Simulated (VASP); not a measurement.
# CdS (Hawleyite) (F-43m) in VASP: a series of runs, part 2 of 2

VASP 6.6.1. Earlier steps stand in the parts before.

### Step 3. Single point, RPBE+D3(BJ)

This run uses another cell than the first one, of 23.32 Å³/atom, 0.959 times its volume.

The input, INCAR:

```
SYSTEM = CdS
PREC = Accurate
ENCUT = 520
EDIFF = 1E-6
ISMEAR = -1
SIGMA = 0.05
LREAL = .False.
LASPH = .True.
NELM = 80
ALGO = Normal
ISIF = 2
LWAVE = .False.
LCHARG = .False.
GGA = RP
IVDW = 12
NBANDS = 16
```

The input, KPOINTS:

```
regular mesh
0
Gamma
  8 8 8
  0 0 0
```

The input, POSCAR:

```
CdS
1.0
    0.0000000000      2.8567948712      2.8567948712
    2.8567948712      0.0000000000      2.8567948712
    2.8567948712      2.8567948712      0.0000000000
Cd S
1 1
Direct
    0.0000000000      0.0000000000      0.0000000000
    0.7500000000      0.7500000000      0.7500000000
```

Potentials or basis: VASP PAW PBE potentials, release 64 (Cd, S).

Command:

```sh
$ cat potpaw_PBE.64/Cd/POTCAR potpaw_PBE.64/S/POTCAR > POTCAR
$ mpirun -np 1 vasp_std > vasp.out
```

OUTCAR:

```text
SYSTEM = CdS
   PREC = Accurate
   ENCUT = 520
   EDIFF = 1E-6
   ISMEAR = -1
   LREAL = .False.
   LASPH = .True.
   NELM = 80
   ISIF = 2
   GGA = RP
   IVDW = 12
 IVDW          = 12

 ion  position               nearest neighbor table
   1  0.000  0.000  0.000-   2 2.47   2 2.47   2 2.47   2 2.47
   2  0.750  0.750  0.750-   1 2.47   1 2.47   1 2.47   1 2.47

  LATTYP: Found a face centered cubic cell.
 ALAT       =     5.7135897424

  Lattice vectors:

 A1 = (   0.0000000000,   2.8567948712,   2.8567948712)
 A2 = (   2.8567948712,   0.0000000000,   2.8567948712)
 A3 = (   2.8567948712,   2.8567948712,   0.0000000000)

Analysis of symmetry for initial positions (statically):
=====================================================================
 Subroutine PRICEL returns:
 Original cell was already a primitive cell.

 Routine SETGRP: Setting up the symmetry group for a
 face centered cubic supercell.

 Subroutine GETGRP returns: Found 24 space group operations
 (whereof 24 operations were pure point group operations)
 out of a pool of 48 trial point group operations.

The static configuration has the point symmetry T_d .

Analysis of symmetry for dynamics (positions and initial velocities):
=====================================================================
 Subroutine PRICEL returns:
 Original cell was already a primitive cell.

 Routine SETGRP: Setting up the symmetry group for a
 face centered cubic supercell.

 Subroutine GETGRP returns: Found 24 space group operations
 (whereof 24 operations were pure point group operations)
 out of a pool of 48 trial point group operations.

The dynamic configuration has the point symmetry T_d .

 Subroutine INISYM returns: Found 24 space group operations
 (whereof 24 operations are pure point group operations),
 and found     1 'primitive' translations

----------------------------------------------------------------------------------------

[... 111 lines left out ...]
     AMIX     =   0.40;   BMIX     =  1.00
     AMIX_MAG =   1.60;   BMIX_MAG =  1.00
  volume/ion in A,a.u.               =      23.32       157.34
  Fermi-wavevector in a.u.,A,eV,Ry     =   1.192001  2.252555 19.332060  1.420866
  Thomas-Fermi vector in A             =   2.328049
   LORBIT       =      0    0 simple, 1 ext, 2 COOP (PROOUT), +10 PAW based schemes
   GGA     = RP    functional components
   LHFCALC =     F    Hartree Fock is set to
   AEXX    =    0.0000 exact exchange contribution
   IVDW    =    12    specifies the selected vdW correction
   LEPSILON=     F    determine dielectric tensor
   LRPA    =     F    only Hartree local field effects (RPA)
 non-spin polarized calculation
  energy-cutoff  :      520.00
  volume of cell :       46.63
 maximum number of plane-waves:      1283
   NGX = 15   NGY = 15   NGZ = 15

 number of electron      18.0000004 magnetization

 Free energy of the ion-electron system (eV)
  ---------------------------------------------------
  ext. energy  EPLUGINS =         0.00000000
  ---------------------------------------------------
  free energy    TOTEN  =        -5.30601226 eV

  energy without entropy =       -5.30601225  energy(sigma->0) =       -5.30601226

 E-fermi :   2.7551     XC(G=0):  -9.2097

 val. band max:        1.9862611069   @ k =   0.0000   0.0000   0.0000
 cond. band min:       3.4512705062   @ k =   0.0000   0.0000   0.0000
 fundamental gap:      1.4650093993
 Fermi energy:         2.7550615967

 k-point     1 :       0.0000    0.0000    0.0000
  band No.  band energies     occupation
      1     -10.7641      2.00000
      2      -5.9896      2.00000
      3      -5.9896      2.00000
      4      -5.9896      2.00000
      5      -5.4220      2.00000
      6      -5.4220      2.00000
[... 433 lines left out ...]
      3      -5.7534      2.00000
      4      -5.4538      2.00000
      5      -5.3905      2.00000
      6      -4.8474      2.00000
[... 8 lines left out ...]
     15      14.5484      0.00000
     16      15.3904      0.00000

 [... further k-points ...]

------------------------ aborting loop because EDIFF is reached ----------------------------------------

 Edisp (eV)   -2.50098

 E8    (eV) :    -1.4835

  FORCE on cell =-STRESS in cart. coord.  units (eV):
  Direction    XX          YY          ZZ          XY          YZ          ZX
  --------------------------------------------------------------------------------------
  -------------------------------------------------------------------------------------
  Total       0.13517     0.13517     0.13517    -0.00000    -0.00000    -0.00000
  in kB       4.64444     4.64444     4.64444    -0.00000    -0.00000    -0.00000
  external pressure =        4.64 kB  Pullay stress =        0.00 kB

 VOLUME and BASIS-vectors are now :
 -----------------------------------------------------------------------------
  energy-cutoff  :      520.00
  volume of cell :       46.63
      direct lattice vectors                 reciprocal lattice vectors
     0.000000000  2.856794871  2.856794871    -0.175021317  0.175021317  0.175021317
     2.856794871  0.000000000  2.856794871     0.175021317 -0.175021317  0.175021317
     2.856794871  2.856794871  0.000000000     0.175021317  0.175021317 -0.175021317

 POSITION                                       TOTAL-FORCE (eV/Angst)
 -----------------------------------------------------------------------------------
      0.00000      0.00000      0.00000         0.000000      0.000000      0.000000
      4.28519      4.28519      4.28519        -0.000000     -0.000000     -0.000000
 -----------------------------------------------------------------------------------
    total drift:                                0.000001      0.000001      0.000001

  FREE ENERGIE OF THE ION-ELECTRON SYSTEM (eV)
  ---------------------------------------------------
  free  energy   TOTEN  =        -7.8069971294 eV

  energy  without entropy=       -7.8069971238  energy(sigma->0) =       -7.80699713
```

Wall time 14 s (1 thread of Intel Xeon Platinum 8559C (Emerald Rapids), shared host); peak memory 0.19 GiB.

Results:

* Free energy: -7.8070 eV
* Pressure: 0.5 GPa
* Band gap on the k mesh: 1.47 eV, direct
* Dispersion energy per atom: -1.250 eV

Levels at points of the mesh, in eV from the valence-band top:
| k point | band 7 | band 8 | band 9 | band 10 | band 11 | band 12 |
| --- | --- | --- | --- | --- | --- | --- |
| (0.00, 0.00, 0.00) | 0.00 | 0.00 | 0.00 | 1.46 | 6.60 | 6.60 |
| (0.50, 0.00, 0.00) | -4.74 | -0.84 | -0.84 | 3.24 | 7.08 | 7.08 |
| (0.50, 0.50, 0.00) | -4.19 | -2.09 | -2.09 | 3.61 | 4.51 | 9.71 |

Caveat: the PAW data sets were made with another functional, which shifts forces and pressure a little.

### Step 4. Single point, PBEsol+D3(BJ)

This run uses another cell than the first one, of 24.01 Å³/atom, 0.988 times its volume.

Changes to INCAR since step 3:

```diff
@@ -8,3 +8,3 @@
 LASPH = .True.
-NELM = 80
+NELM = 60
 ALGO = Normal
@@ -13,3 +13,3 @@
 LCHARG = .False.
-GGA = RP
+GGA = PS
 IVDW = 12
```

The input, KPOINTS:

```
Automatic mesh
0
Gamma
  8 8 8
  0 0 0
```

The input, POSCAR:

```
CdS
1.0
    0.0000000000      2.8848903458      2.8848903458
    2.8848903458      0.0000000000      2.8848903458
    2.8848903458      2.8848903458      0.0000000000
Cd S
1 1
Direct
    0.0000000000      0.0000000000      0.0000000000
    0.7500000000      0.7500000000      0.7500000000
```

Command:

```sh
$ cat potpaw_PBE.64/Cd/POTCAR potpaw_PBE.64/S/POTCAR > POTCAR
$ mpirun -np 1 vasp_std > vasp.out
```

Run time: 13 s. Hardware: 1 thread of Intel Xeon Platinum 8559C (Emerald Rapids), shared host; peak memory 0.19 GiB.

Results (log left out):

| Quantity | Value |
| --- | --- |
| Free energy | -7.3640 eV |
| Pressure | 0.4 GPa |
| Band gap on the k mesh | 1.08 eV, direct |
| Dispersion energy per atom | -0.281 eV |

Levels at points of the mesh, in eV from the valence-band top:
```tsv
k point	band 6	band 7	band 8	band 9	band 10	band 11	band 12	band 13
(0.00, 0.00, 0.00)	-7.32	0.00	0.00	0.00	1.08	6.43	6.43	6.43
(0.50, 0.00, 0.00)	-6.91	-4.69	-0.81	-0.81	2.93	6.91	6.91	7.42
(0.50, 0.50, 0.00)	-6.85	-4.16	-2.03	-2.03	3.33	4.28	9.22	10.87
```

Caveat: the PAW data sets were made with another functional, which shifts forces and pressure a little.

### Step 5. Single point, PBE

This run uses another cell than the first one, of 24.81 Å³/atom, 1.020 times its volume.

The input, INCAR:

```
PREC = Accurate
ENCUT = 520
EDIFF = 1E-6
ISMEAR = 0
SIGMA = 0.03
LREAL = False
LASPH = True
NELM = 80
ALGO = Normal
ISIF = 2
LWAVE = False
LCHARG = False
GGA = PE
NBANDS = 16
```

The input, KPOINTS:

```
Automatic mesh
0
Gamma
  8 8 8
```

The input, POSCAR:

```
CdS
1.0
    0.0000000000      2.9165000000      2.9165000000
    2.9165000000      0.0000000000      2.9165000000
    2.9165000000      2.9165000000      0.0000000000
Cd S
1 1
Direct
    0.0000000000      0.0000000000      0.0000000000
    0.7500000000      0.7500000000      0.7500000000
```

Command:

```sh
$ cat potpaw_PBE.64/Cd/POTCAR potpaw_PBE.64/S/POTCAR > POTCAR
$ mpirun -np 1 vasp_std > vasp.out
```

Run time: 11 s. Hardware: 1 thread of Intel Xeon Platinum 8559C (Emerald Rapids), shared host; peak memory 0.18 GiB.

It converged, with:

```
Free energy            : -6.1213 eV
Pressure               : 3.2 GPa
Band gap on the k mesh : 1.15 eV, direct
```

Levels at points of the mesh, in eV from the valence-band top:
| k point | band 6 | band 7 | band 8 | band 9 | band 10 | band 11 | band 12 | band 13 |
| --- | --- | --- | --- | --- | --- | --- | --- | --- |
| (0.00, 0.00, 0.00) | -7.25 | 0.00 | 0.00 | 0.00 | 1.15 | 6.55 | 6.55 | 6.55 |
| (0.50, 0.00, 0.00) | -6.87 | -4.40 | -0.75 | -0.75 | 3.02 | 7.01 | 7.01 | 7.48 |
| (0.50, 0.50, 0.00) | -6.80 | -3.95 | -1.88 | -1.88 | 3.55 | 4.35 | 9.23 | 10.78 |

As with any semilocal functional, this PBE gap is likely too small.

### Step 6. Single point, PBEsol+D4

This run uses another cell than the first one, of 24.25 Å³/atom, 0.997 times its volume.

The input, INCAR:

```
SYSTEM = CdS
PREC = Accurate
ENCUT = 520
EDIFF = 1E-6
ISMEAR = -1
SIGMA = 0.05
LREAL = .FALSE.
LASPH = .TRUE.
NELM = 80
ALGO = Normal
ISIF = 2
LWAVE = .FALSE.
LCHARG = .FALSE.
GGA = PS
IVDW = 13
NBANDS = 16
```

The input, KPOINTS:

```
regular mesh
0
G
  8 8 8
  0 0 0
```

The input, POSCAR:

```
CdS
1.0
    0.0000000000      2.8943087714      2.8943087714
    2.8943087714      0.0000000000      2.8943087714
    2.8943087714      2.8943087714      0.0000000000
Cd S
1 1
Direct
    0.0000000000      0.0000000000      0.0000000000
    0.7500000000      0.7500000000      0.7500000000
```

Potentials or basis: VASP PAW PBE potentials, release 64 (Cd, S).

Command:

```sh
$ cat potpaw_PBE.64/Cd/POTCAR potpaw_PBE.64/S/POTCAR > POTCAR
$ mpirun -np 1 vasp_std > vasp.out
```

OUTCAR:

```text
SYSTEM = CdS
   PREC = Accurate
   ENCUT = 520
   EDIFF = 1E-6
   ISMEAR = -1
   LREAL = .FALSE.
   LASPH = .TRUE.
   NELM = 80
   ISIF = 2
   GGA = PS
   IVDW = 13

 ion  position               nearest neighbor table
   1  0.000  0.000  0.000-   2 2.51   2 2.51   2 2.51   2 2.51
   2  0.750  0.750  0.750-   1 2.51   1 2.51   1 2.51   1 2.51

  LATTYP: Found a face centered cubic cell.
 ALAT       =     5.7886175428

  Lattice vectors:

 A1 = (   0.0000000000,   2.8943087714,   2.8943087714)
 A2 = (   2.8943087714,   0.0000000000,   2.8943087714)
 A3 = (   2.8943087714,   2.8943087714,   0.0000000000)

[... 639 lines left out ...]

  DFT-D4 for vdW energy calculation

  Edisp (eV):   -0.37886

  FORCE on cell =-STRESS in cart. coord.  units (eV):
  Direction    XX          YY          ZZ          XY          YZ          ZX
  --------------------------------------------------------------------------------------
  -------------------------------------------------------------------------------------
  Total       0.12219     0.12219     0.12219     0.00000     0.00000    -0.00000
  in kB       4.03723     4.03723     4.03723     0.00000     0.00000    -0.00000
  external pressure =        4.04 kB  Pullay stress =        0.00 kB

 VOLUME and BASIS-vectors are now :
 -----------------------------------------------------------------------------
  energy-cutoff  :      520.00
  volume of cell :       48.49
      direct lattice vectors                 reciprocal lattice vectors
     0.000000000  2.894308771  2.894308771    -0.172752819  0.172752819  0.172752819
     2.894308771  0.000000000  2.894308771     0.172752819 -0.172752819  0.172752819
     2.894308771  2.894308771  0.000000000     0.172752819  0.172752819 -0.172752819

 POSITION                                       TOTAL-FORCE (eV/Angst)
 -----------------------------------------------------------------------------------
      0.00000      0.00000      0.00000        -0.000000     -0.000000     -0.000000
      4.34146      4.34146      4.34146         0.000000      0.000000      0.000000
 -----------------------------------------------------------------------------------
    total drift:                                0.000001      0.000001      0.000001

  FREE ENERGIE OF THE ION-ELECTRON SYSTEM (eV)
  ---------------------------------------------------
  free  energy   TOTEN  =        -7.1862120544 eV

  energy  without entropy=       -7.1862117953  energy(sigma->0) =       -7.18621192
```

stdout:

```text
POSCAR found type information on POSCAR CdS
 POSCAR found :  2 types and       2 ions
 scaLAPACK will be used
 -----------------------------------------------------------------------------
|                                                                             |
|                                                                             |
|     You enforced a specific xc type in the INCAR file but a different       |
|     I HOPE YOU KNOW WHAT YOU ARE DOING!                                     |
|                                                                             |
 -----------------------------------------------------------------------------

 LDA part: xc-table for (Slater+PW92), standard interpolation
 POSCAR, INCAR and KPOINTS ok, starting setup
 FFT: planning ... GRIDC
 FFT: planning ... GRID_SOFT
 FFT: planning ... GRID
 WAVECAR not read
 entering main loop
```

Run time: 12 s. Hardware: 1 thread of Intel Xeon Platinum 8559C (Emerald Rapids), shared host; peak memory 0.17 GiB.

Results:

```yaml
Free_energy: -7.1862 eV
Pressure: 0.4 GPa
Band_gap_on_the_k_mesh: 1.06 eV, direct
Dispersion_energy_per_atom: -0.189 eV
```

Levels at points of the mesh, in eV from the valence-band top:
```csv
k point,band 5,band 6,band 7,band 8,band 9,band 10,band 11,band 12,band 13,band 14
"(0.00, 0.00, 0.00)",-7.30,-7.30,0.00,0.00,0.00,1.06,6.44,6.44,6.44,11.33
"(0.50, 0.00, 0.00)",-7.26,-6.90,-4.63,-0.80,-0.80,2.92,6.91,6.91,7.39,10.95
"(0.50, 0.50, 0.00)",-7.20,-6.83,-4.12,-2.00,-2.00,3.35,4.27,9.18,10.81,10.81
```

Caveat: the PAW data sets were made with another functional, which shifts forces and pressure a little. A hybrid or GW would open this gap; PBEsol tends to underestimate it.

### Step 7. Summary

| level | cell | smearing | gap on the mesh (eV) | pressure (GPa) |
| --- | --- | --- | --- | --- |
| revPBE+D3(BJ) | a = 4.097 Å, angles 60.0°, 2 atoms | fermi-dirac 0.05 eV | 1.33 | 1.7 |
| RPBE+D3(BJ) | a = 4.040 Å, angles 60.0°, 2 atoms | fermi-dirac 0.05 eV | 1.47 | 0.5 |
| PBEsol+D3(BJ) | a = 4.080 Å, angles 60.0°, 2 atoms | fermi-dirac 0.05 eV | 1.08 | 0.4 |
| PBE | a = 4.125 Å, angles 60.0°, 2 atoms | gaussian 0.03 eV | 1.15 | 3.2 |
| PBEsol+D4 | a = 4.093 Å, angles 60.0°, 2 atoms | fermi-dirac 0.05 eV | 1.06 | 0.4 |

Alike in all rows: task single point; potentials or basis VASP PAW PBE potentials, release 64 (Cd, S); no spin polarisation; k mesh 8 × 8 × 8; cutoff (eV) 520.

Caveats: the PAW data sets were made with another functional, which shifts forces and pressure a little (some runs).

Absolute energies hang on the potentials; compare differences alone.
